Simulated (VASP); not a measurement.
# HfN (P6_3/mmc) in VASP: a series of runs

Runs on HfN. Level: PBEsol. Tasks: single point.

All numbers are computed with VASP 6.6.1; they aren't measurements. Logs are shortened: lines on timing, memory, paths and dates and some standing lists are left out, and cuts for length are marked.

## 1. The cell of the first run

Symmetry: P6_3/mmc, No. 194, hexagonal system. Conventional cell: a = 3.134 Å, b = 3.134 Å, c = 5.417 Å, α = 90.00°, β = 90.00°, γ = 120.00°. Hf (site symmetry -6m2) has 6 N at 2.26 Å within 3.0 Å. Within 3.0 Å of N (site symmetry -3m) lie 6 Hf at 2.26 Å and 2 N at 2.71 Å.

## 2. Single point, PBEsol

File INCAR:

```
SYSTEM = HfN
  PREC = Accurate
  ENCUT = 520
  EDIFF = 1E-6
  ISMEAR = 0
  SIGMA = 0.3
  LREAL = .False.
  LASPH = .True.
  NELM = 100
  ALGO = Normal
  ISIF = 2
  LWAVE = .False.
  LCHARG = .False.
  GGA = PS
  NBANDS = 23
```

File KPOINTS:

```
Automatic mesh
0
Gamma
  8 8 4
  0 0 0
```

File POSCAR:

```
HfN
1.0
    3.1339080200      0.0000000000      0.0000000000
   -1.5669540100      2.7140439600      0.0000000000
    0.0000000000      0.0000000000      5.4167677200
Hf N
2 2
Direct
    0.6666666667      0.3333333333      0.7500000000
    0.3333333333      0.6666666667      0.2500000000
    0.0000000000      0.0000000000      0.0000000000
    0.0000000000      0.0000000000      0.5000000000
```

Potentials or basis: VASP PAW PBE potentials, release 64 (Hf_pv, N).

The run is started by

```bash
$ cat potpaw_PBE.64/Hf_pv/POTCAR potpaw_PBE.64/N/POTCAR > POTCAR
$ mpirun -np 1 vasp_std > vasp.out
```

OUTCAR:

```text
SYSTEM = HfN
   PREC = Accurate
   ENCUT = 520
   EDIFF = 1E-6
   ISMEAR = 0
   LREAL = .False.
   LASPH = .True.
   NELM = 100
   ISIF = 2
   GGA = PS

 ion  position               nearest neighbor table
   1  0.667  0.333  0.750-   3 2.26   4 2.26   3 2.26   4 2.26   3 2.26   4 2.26   2 3.26   2 3.26
                             2 3.26   2 3.26   2 3.26   2 3.26
   2  0.333  0.667  0.250-   3 2.26   4 2.26   3 2.26   4 2.26   3 2.26   4 2.26   1 3.26   1 3.26
                             1 3.26   1 3.26   1 3.26   1 3.26
   3  0.000  0.000  0.000-   1 2.26   2 2.26   1 2.26   2 2.26   1 2.26   2 2.26
   4  0.000  0.000  0.500-   1 2.26   2 2.26   1 2.26   2 2.26   1 2.26   2 2.26

  LATTYP: Found a hexagonal cell.
 ALAT       =     3.1339080200
 C/A-ratio  =     1.7284386413

  Lattice vectors:

 A1 = (   3.1339080200,   0.0000000000,   0.0000000000)
 A2 = (  -1.5669540100,   2.7140439600,   0.0000000000)
 A3 = (   0.0000000000,   0.0000000000,   5.4167677200)

Analysis of symmetry for initial positions (statically):
=====================================================================
 Subroutine PRICEL returns:
 Original cell was already a primitive cell.

 Routine SETGRP: Setting up the symmetry group for a
 hexagonal supercell.

 Subroutine GETGRP returns: Found 24 space group operations
 (whereof 12 operations were pure point group operations)
 out of a pool of 24 trial point group operations.

The static configuration has the point symmetry D_3d.
 The point group associated with its full space group is D_6h.

Analysis of symmetry for dynamics (positions and initial velocities):
=====================================================================
 Subroutine PRICEL returns:
 Original cell was already a primitive cell.

 Routine SETGRP: Setting up the symmetry group for a
 hexagonal supercell.

 Subroutine GETGRP returns: Found 24 space group operations
 (whereof 12 operations were pure point group operations)
 out of a pool of 24 trial point group operations.

The dynamic configuration has the point symmetry D_3d.
 The point group associated with its full space group is D_6h.

 Subroutine INISYM returns: Found 24 space group operations
 (whereof 12 operations are pure point group operations),
 and found     1 'primitive' translations

----------------------------------------------------------------------------------------

                                     Primitive cell

  volume of cell :      46.0727

  direct lattice vectors                    reciprocal lattice vectors
     3.133908020  0.000000000  0.000000000     0.319090412  0.184226935  0.000000000
    -1.566954010  2.714043960  0.000000000     0.000000000  0.368453870  0.000000000
     0.000000000  0.000000000  5.416767720     0.000000000  0.000000000  0.184611940

  length of vectors
     3.133908020  3.133908021  5.416767720     0.368453870  0.368453870  0.184611940

  position of ions in fractional coordinates (direct lattice)
     0.666666667  0.333333333  0.750000000
     0.333333333  0.666666667  0.250000000
     0.000000000  0.000000000  0.000000000
     0.000000000  0.000000000  0.500000000

  ion indices of the primitive-cell ions
   primitive index   ion index
                 1           1
                 2           2
                 3           3
                 4           4

----------------------------------------------------------------------------------------

 KPOINTS: Automatic mesh

Automatic generation of k-mesh.
 Grid dimensions read from file:
 generate k-points for:    8    8    4

 Generating k-lattice:

  Cartesian coordinates                     Fractional coordinates (reciprocal lattice)
     0.039886301  0.023028367  0.000000000     0.125000000  0.000000000  0.000000000
     0.000000000  0.046056734  0.000000000     0.000000000  0.125000000  0.000000000
     0.000000000  0.000000000  0.046152985     0.000000000  0.000000000  0.250000000

  Length of vectors
     0.046056734  0.046056734  0.046152985

  Shift w.r.t. Gamma in fractional coordinates (k-lattice)
     0.000000000  0.000000000  0.000000000

 Subroutine IBZKPT returns following result:
 ===========================================

 Found     30 irreducible k-points:

 Following reciprocal coordinates:
            Coordinates               Weight
  0.000000  0.000000  0.000000      1.000000
  0.125000  0.000000  0.000000      6.000000
  0.250000  0.000000  0.000000      6.000000
  0.375000 -0.000000  0.000000      6.000000
  0.500000  0.000000  0.000000      3.000000
  0.125000  0.125000  0.000000      6.000000
[... 16 lines left out ...]
  0.250000  0.000000  0.500000      6.000000
  0.375000 -0.000000  0.500000      6.000000
 [... further k-points ...]
   k-points           NKPTS =     30   k-points in BZ     NKDIM =     30   number of bands    NBANDS=     23
   number of dos      NEDOS =    301   number of ions     NIONS =      4
   total plane-waves  NPLWV =  23040
   dimension x,y,z NGX =    24 NGY =   24 NGZ =   40
   dimension x,y,z NGXF=    48 NGYF=   48 NGZF=   80
   ions per type =               2   2
   NGX,Y,Z   is equivalent  to a cutoff of  12.73, 12.73, 12.28 a.u.
   NGXF,Y,Z  is equivalent  to a cutoff of  25.46, 25.46, 24.55 a.u.
 SYSTEM =  HfN
   PREC   = accura    normal or accurate (medium, high low for compatibility)
   ISTART =      0    job   : 0-new  1-cont  2-samecut
   ICHARG =      2    charge: 1-file 2-atom 10-const
   ISPIN  =      1    spin polarized calculation?
   LNONCOLLINEAR =      F non collinear calculations
   LSORBIT =      F    spin-orbit coupling
   LASPH  =      T    aspherical Exc in radial PAW
   ENCUT  =  520.0 eV  38.22 Ry    6.18 a.u.   5.83  5.83 10.07*2*pi/ulx,y,z
   NELM   =    100;   NELMIN=  2; NELMDL= -5     # of ELM steps
   EDIFF  = 0.1E-05   stopping-criterion for ELM
   LREAL  =      F    real-space projection
   EDIFFG = 0.1E-04   stopping-criterion for IOM
   NSW    =      0    number of steps for IOM
   IBRION =     -1    ionic relax: 0-MD 1-quasi-New 2-CG
   NFREE  =      0    steps in history (QN), initial steepest desc. (CG)
   ISIF   =      2    stress and relaxation
   ISYM   =      2    0-nonsym 1-usesym 2-fastsym
   POTIM  = 0.5000    time-step for ionic-motion
   TEBEG  =    0.0;   TEEND  =   0.0 temperature during run
   PSTRESS=    0.0 pullay stress
   NELECT =      30.0000    total number of electrons
   NUPDOWN=      -1.0000    fix difference up-down
   EMIN   =  10.00;   EMAX   =-10.00  energy-range for DOS
   EFERMI =   0.00;   METHOD = LEGACY
   ISMEAR =     0;   SIGMA  =   0.30  broadening in eV -4-tet -1-fermi 0-gaus
   EFERMI_NEDOS =   21; number of points for ismear=-14 and -15
   IALGO  =     38    algorithm
   IMIX   =      4    mixing-type and parameters
     AMIX     =   0.40;   BMIX     =  1.00
     AMIX_MAG =   1.60;   BMIX_MAG =  1.00
  volume/ion in A,a.u.               =      11.52        77.73
  Fermi-wavevector in a.u.,A,eV,Ry     =   1.418951  2.681429 27.394278  2.013423
  Thomas-Fermi vector in A             =   2.540023
   LORBIT       =      0    0 simple, 1 ext, 2 COOP (PROOUT), +10 PAW based schemes
   GGA     = PS    functional components
   LHFCALC =     F    Hartree Fock is set to
   AEXX    =    0.0000 exact exchange contribution
   IVDW    =     0    specifies the selected vdW correction
   LEPSILON=     F    determine dielectric tensor
   LRPA    =     F    only Hartree local field effects (RPA)
 non-spin polarized calculation
 Gauss-broadening in eV      SIGMA  =   0.30
  energy-cutoff  :      520.00
  volume of cell :       46.07
 maximum number of plane-waves:      1275
 NGX is ok and might be reduce to    24
   NGX = 11   NGY = 11   NGZ = 21

 number of electron      30.0000001 magnetization

 Free energy of the ion-electron system (eV)
  ---------------------------------------------------
  ext. energy  EPLUGINS =         0.00000000
  ---------------------------------------------------
  free energy    TOTEN  =       -45.86928850 eV

  energy without entropy =      -45.80585855  energy(sigma->0) =      -45.83757352

 E-fermi :   7.6264     XC(G=0): -12.9036

 val. band max:        7.6161135548   @ k =   0.2500   0.2500   0.5000
 cond. band min:       7.7954170120   @ k =   0.1250   0.1250   0.5000
 fundamental gap:      0.1793034572
 Fermi energy:         7.6264104344

 k-point     1 :       0.0000    0.0000    0.0000
  band No.  band energies     occupation
      1     -23.8813      2.00000
      2     -23.0101      2.00000
      3     -22.9090      2.00000
      4     -22.9090      2.00000
      5     -22.8474      2.00000
      6     -22.8474      2.00000
[... 15 lines left out ...]
     22      13.4027      0.00000
     23      13.4027      0.00000

 k-point     2 :       0.1250    0.0000    0.0000
  band No.  band energies     occupation
      1     -23.8257      2.00000
      2     -23.0427      2.00000
      3     -23.0155      2.00000
      4     -22.9732      2.00000
      5     -22.9494      2.00000
      6     -22.8609      2.00000
[... 15 lines left out ...]
     22      12.8607      0.00000
     23      13.3507      0.00000

 k-point     3 :       0.2500    0.0000    0.0000
  band No.  band energies     occupation
      1     -23.6793      2.00000
      2     -23.3685      2.00000
      3     -23.2474      2.00000
      4     -23.0391      2.00000
      5     -23.0356      2.00000
      6     -22.9036      2.00000
[... 15 lines left out ...]
     22      12.9080      0.00000
     23      13.1356      0.00000
[... 495 lines left out ...]
 k-point    23 :       0.2500    0.0000    0.5000
  band No.  band energies     occupation
      1     -23.5067      2.00000
      2     -23.5067      2.00000
      3     -23.1654      2.00000
      4     -23.1654      2.00000
      5     -22.9700      2.00000
      6     -22.9700      2.00000
[... 15 lines left out ...]
     22      12.8824      0.00000
     23      14.1236      0.00000

 k-point    24 :       0.3750   -0.0000    0.5000
  band No.  band energies     occupation
      1     -23.6916      2.00000
      2     -23.6916      2.00000
      3     -23.1927      2.00000
      4     -23.1927      2.00000
      5     -23.0338      2.00000
      6     -23.0338      2.00000
[... 15 lines left out ...]
     22      13.2411      0.00000
     23      14.9940      0.00000

 [... further k-points ...]

------------------------ aborting loop because EDIFF is reached ----------------------------------------

  FORCE on cell =-STRESS in cart. coord.  units (eV):
  Direction    XX          YY          ZZ          XY          YZ          ZX
  --------------------------------------------------------------------------------------
  -------------------------------------------------------------------------------------
  Total       -1.2161662     -1.2161662     -1.2274875      0.0000000      0.0000000      0.0000000
  in kB      -42.2921886    -42.2921887    -42.6858888      0.0000000      0.0000000      0.0000000
  external PRESSURE =     -42.4234221 kB  Pullay stress =       0.0000000 kB

 VOLUME and BASIS-vectors are now :
 -----------------------------------------------------------------------------
  energy-cutoff  :      520.00
  volume of cell :       46.07
      direct lattice vectors                 reciprocal lattice vectors
     3.133908020  0.000000000  0.000000000     0.319090412  0.184226935  0.000000000
    -1.566954010  2.714043960  0.000000000     0.000000000  0.368453870  0.000000000
     0.000000000  0.000000000  5.416767720     0.000000000  0.000000000  0.184611940

 POSITION                                       TOTAL-FORCE (eV/Angst)
 -----------------------------------------------------------------------------------
      1.56695      0.90468      4.06258         0.000000      0.000000      0.000000
     -0.00000      1.80936      1.35419        -0.000000      0.000000      0.000000
      0.00000      0.00000      0.00000         0.000000      0.000000      0.000000
      0.00000      0.00000      2.70838         0.000000      0.000000      0.000000
 -----------------------------------------------------------------------------------
    total drift:                               -0.000000      0.000000     -0.000000

  FREE ENERGIE OF THE ION-ELECTRON SYSTEM (eV)
  ---------------------------------------------------
  free  energy   TOTEN  =       -45.8692884952 eV

  energy  without entropy=      -45.8058585491  energy(sigma->0) =      -45.83757352
```

Run time: 29 s. Hardware: 1 thread of Intel Xeon Platinum 8375C at 2.90GHz (Ice Lake), shared host; peak memory 0.17 GiB.

Results:

| Quantity | Value |
| --- | --- |
| Free energy | -45.8693 eV |
| Pressure | -4.2 GPa |
| Band gap on the k mesh | zero (band 15 reaches 9.62 eV, above the bottom of band 16 at 7.31 eV) |

Caveat: the PAW data sets were made with another functional, which shifts forces and pressure a little; spin-orbit coupling is left out, which moves the levels of the heavy elements.

## 3. Single point, PBEsol

File INCAR:

```
PREC = Accurate
ENCUT = 520
EDIFF = 1E-6
ISMEAR = 0
SIGMA = 0.2
LREAL = False
LASPH = True
NELM = 80
ALGO = Normal
ISIF = 2
LWAVE = False
LCHARG = False
GGA = PS
NBANDS = 23
```

File KPOINTS:

```
regular mesh
0
Gamma
  8 8 4
```

POSCAR is that of step 2.

Potentials or basis: VASP PAW PBE potentials, release 64 (Hf_pv, N).

The run is started by

```bash
$ cat potpaw_PBE.64/Hf_pv/POTCAR potpaw_PBE.64/N/POTCAR > POTCAR
$ mpirun -np 1 vasp_std > vasp.out
```

Wall time 27 s (1 thread of Intel Xeon Platinum 8375C at 2.90GHz (Ice Lake), shared host); peak memory 0.17 GiB.

It converged, with:

```yaml
Free_energy: -45.8499 eV
Pressure: -4.2 GPa
Band_gap_on_the_k_mesh: zero (band 15 reaches 9.62 eV, above the bottom of band 16 at 7.31 eV)
```

Stress tensor (GPa, compression positive):
```
-4.14  0.00  0.00
 0.00 -4.14  0.00
 0.00  0.00 -4.42
```

Levels at points of the mesh, in eV from the Fermi level:
| k point | band 12 | band 13 | band 14 | band 15 | band 16 | band 17 | band 18 | band 19 |
| --- | --- | --- | --- | --- | --- | --- | --- | --- |
| (0.00, 0.00, 0.00) | -3.42 | -3.42 | -1.55 | -0.48 | 0.86 | 0.86 | 1.21 | 1.99 |
| (0.50, 0.00, 0.00) | -5.32 | -3.09 | -2.66 | -2.25 | 2.61 | 2.89 | 4.60 | 4.81 |
| (0.00, 0.00, 0.50) | -4.22 | -4.22 | -4.22 | 2.01 | 2.01 | 3.06 | 3.06 | 3.06 |
| (0.50, 0.00, 0.50) | -5.32 | -4.31 | -4.31 | -0.12 | -0.12 | 4.89 | 4.89 | 4.96 |

Caveat: the PAW data sets were made with another functional, which shifts forces and pressure a little; spin-orbit coupling is left out, which moves the levels of the heavy elements.

## 4. Single point, PBEsol

File INCAR:

```
  PREC = Accurate
  ENCUT = 520
  EDIFF = 1E-6
  ISMEAR = 0
  SIGMA = 0.1
  LREAL = F
  LASPH = T
  NELM = 80
  ALGO = Normal
  ISIF = 2
  LWAVE = F
  LCHARG = F
  GGA = PS
  NBANDS = 23
```

File KPOINTS:

```
Automatic mesh
0
Gamma
  8 8 4
```

POSCAR is that of step 3.

Potentials or basis: VASP PAW PBE potentials, release 64 (Hf_pv, N).

The run is started by

```bash
$ cat potpaw_PBE.64/Hf_pv/POTCAR potpaw_PBE.64/N/POTCAR > POTCAR
$ mpirun -np 1 vasp_std > vasp.out
```

OUTCAR:

```text
PREC = Accurate
   ENCUT = 520
   EDIFF = 1E-6
   ISMEAR = 0
   LREAL = F
   LASPH = T
   NELM = 80
   ISIF = 2
   GGA = PS

 ion  position               nearest neighbor table
   1  0.667  0.333  0.750-   3 2.26   4 2.26   3 2.26   4 2.26   3 2.26   4 2.26   2 3.26   2 3.26
                             2 3.26   2 3.26   2 3.26   2 3.26
   2  0.333  0.667  0.250-   3 2.26   4 2.26   3 2.26   4 2.26   3 2.26   4 2.26   1 3.26   1 3.26
                             1 3.26   1 3.26   1 3.26   1 3.26
   3  0.000  0.000  0.000-   1 2.26   2 2.26   1 2.26   2 2.26   1 2.26   2 2.26
[... 830 lines left out ...]
  --------------------------------------------------------------------------------------
  -------------------------------------------------------------------------------------
  Total       -1.1632150     -1.1632150     -1.2873775      0.0000000      0.0000000     -0.0000000
  in kB      -40.4508108    -40.4508108    -44.7685644      0.0000000      0.0000000     -0.0000000
  external PRESSURE =     -41.8900620 kB  Pullay stress =       0.0000000 kB

 VOLUME and BASIS-vectors are now :
 -----------------------------------------------------------------------------
  energy-cutoff  :      520.00
  volume of cell :       46.07
      direct lattice vectors                 reciprocal lattice vectors
     3.133908020  0.000000000  0.000000000     0.319090412  0.184226935  0.000000000
    -1.566954010  2.714043960  0.000000000     0.000000000  0.368453870  0.000000000
     0.000000000  0.000000000  5.416767720     0.000000000  0.000000000  0.184611940

 POSITION                                       TOTAL-FORCE (eV/Angst)
 -----------------------------------------------------------------------------------
      1.56695      0.90468      4.06258        -0.000000      0.000000      0.000000
     -0.00000      1.80936      1.35419        -0.000000     -0.000000      0.000000
      0.00000      0.00000      0.00000         0.000000      0.000000      0.000000
      0.00000      0.00000      2.70838         0.000000      0.000000      0.000000
 -----------------------------------------------------------------------------------
    total drift:                               -0.000000      0.000000     -0.000000

  FREE ENERGIE OF THE ION-ELECTRON SYSTEM (eV)
  ---------------------------------------------------
  free  energy   TOTEN  =       -45.8342870296 eV

  energy  without entropy=      -45.8202715529  energy(sigma->0) =      -45.82727929
```

It took 34 s on 1 thread of Intel Xeon Platinum 8375C at 2.90GHz (Ice Lake), shared host; peak memory 0.17 GiB.

Results:

| Item | Value |
| --- | --- |
| Free energy | -45.8343 eV |
| Pressure | -4.2 GPa |
| Band gap on the k mesh | zero (band 15 reaches 9.62 eV, above the bottom of band 16 at 7.31 eV) |

Caveat: the PAW data sets were made with another functional, which shifts forces and pressure a little; spin-orbit coupling is left out, which moves the levels of the heavy elements.

## 5. Single point, PBEsol

File INCAR:

```
SYSTEM = HfN
ALGO = Normal ; EDIFF = 1E-6
ENCUT = 520 ; GGA = PS
ISIF = 2 ; ISMEAR = 0
LASPH = .True. ; LCHARG = .False.
LREAL = .False. ; LWAVE = .False.
NBANDS = 23 ; NELM = 60
PREC = Accurate ; SIGMA = 0.05
```

File KPOINTS:

```
k-points
0
Gamma
  8 8 4
  0 0 0
```

POSCAR is that of step 4.

The run is started by

```bash
$ cat potpaw_PBE.64/Hf_pv/POTCAR potpaw_PBE.64/N/POTCAR > POTCAR
$ mpirun -np 1 vasp_std > vasp.out
```

Run time: 33 s. Hardware: 1 thread of Intel Xeon Platinum 8375C at 2.90GHz (Ice Lake), shared host; peak memory 0.17 GiB.

Results (log left out):

```yaml
Free_energy: -45.8278 eV
Pressure: -4.1 GPa
Band_gap_on_the_k_mesh: zero (band 15 reaches 9.62 eV, above the bottom of band 16 at 7.31 eV)
```

Stress tensor (GPa, compression positive):
```
-3.97  0.00  0.00
 0.00 -3.97  0.00
 0.00  0.00 -4.44
```

Levels at points of the mesh, in eV from the Fermi level:
| k point | band 12 | band 13 | band 14 | band 15 | band 16 | band 17 | band 18 | band 19 |
| --- | --- | --- | --- | --- | --- | --- | --- | --- |
| (0.00, 0.00, 0.00) | -3.40 | -3.40 | -1.53 | -0.46 | 0.88 | 0.88 | 1.23 | 2.00 |
| (0.50, 0.00, 0.00) | -5.30 | -3.07 | -2.64 | -2.23 | 2.62 | 2.91 | 4.62 | 4.83 |
| (0.00, 0.00, 0.50) | -4.20 | -4.20 | -4.20 | 2.03 | 2.03 | 3.07 | 3.07 | 3.07 |
| (0.50, 0.00, 0.50) | -5.30 | -4.29 | -4.29 | -0.10 | -0.10 | 4.91 | 4.91 | 4.98 |

Caveat: the PAW data sets were made with another functional, which shifts forces and pressure a little; spin-orbit coupling is left out, which moves the levels of the heavy elements.

## 6. The runs side by side

| smearing | gap on the mesh (eV) | pressure (GPa) |
| --- | --- | --- |
| gaussian 0.3 eV | none | -4.2 |
| gaussian 0.2 eV | none | -4.2 |
| gaussian 0.1 eV | none | -4.2 |
| gaussian 0.05 eV | none | -4.1 |

Alike in all rows: task single point; level PBEsol; potentials or basis VASP PAW PBE potentials, release 64 (Hf_pv, N); no spin polarisation; cell as given; k mesh 8 × 8 × 4; cutoff (eV) 520.

Every run on the cell as given and a fine mesh finds a metal.

Caveats: the PAW data sets were made with another functional, which shifts forces and pressure a little; spin-orbit coupling is left out, which moves the levels of the heavy elements.

Total energies depend on the potentials used, so only differences within one code and one set of settings carry meaning.
